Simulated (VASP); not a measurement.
Input of a VASP 6.6.1 run:

Contents of INCAR:

```
ALGO = Normal ; EDIFF = 1E-8
ENCUT = 520 ; GGA = PS
ISIF = 2 ; ISMEAR = -1
LASPH = True ; LCHARG = False
LEFG = True ; LREAL = False
LWAVE = False ; NBANDS = 16
NELM = 100 ; PREC = Accurate
SIGMA = 0.08
```

The input KPOINTS:

```
k-points
0
Gamma
  15 15 8
```

File POSCAR:

```
SiC
1.0
    3.0759982064     -0.0461399731     -0.0461399731
   -1.5779574920      2.6869625754     -0.0168884023
   -0.0757200000     -0.0757200000      5.0480000000
Si C
2 2
Direct
    0.3333333333      0.6666666667      0.0000000000
    0.6666666667      0.3333333333      0.5000000000
    0.3333333333      0.6666666667      0.3850000000
    0.6666666667      0.3333333333      0.8850000000
```

Potentials or basis: VASP PAW PBE potentials, release 64 (Si, C).

The run is started by

```console
$ cat potpaw_PBE.64/Si/POTCAR potpaw_PBE.64/C/POTCAR > POTCAR
$ mpirun -np 1 vasp_std > vasp.out
```

(1) What does it give for the band gap on the k mesh?

(2) Estimate the largest force.

## Answers

(1) 2.09 eV (least direct gap 3.83 eV).

(2) 1.015 eV/Å.

Caveat: the cell differs from its parent crystal (equal xy, yz and zx shear strains of -3 %); without QUAD_EFG the Cq values of the log hold for a quadrupole moment of 1 mb, not for the nuclei; the PAW data sets were made with another functional, which shifts forces and pressure a little; an odd mesh through Γ misses points on the zone boundary, where band edges can lie.
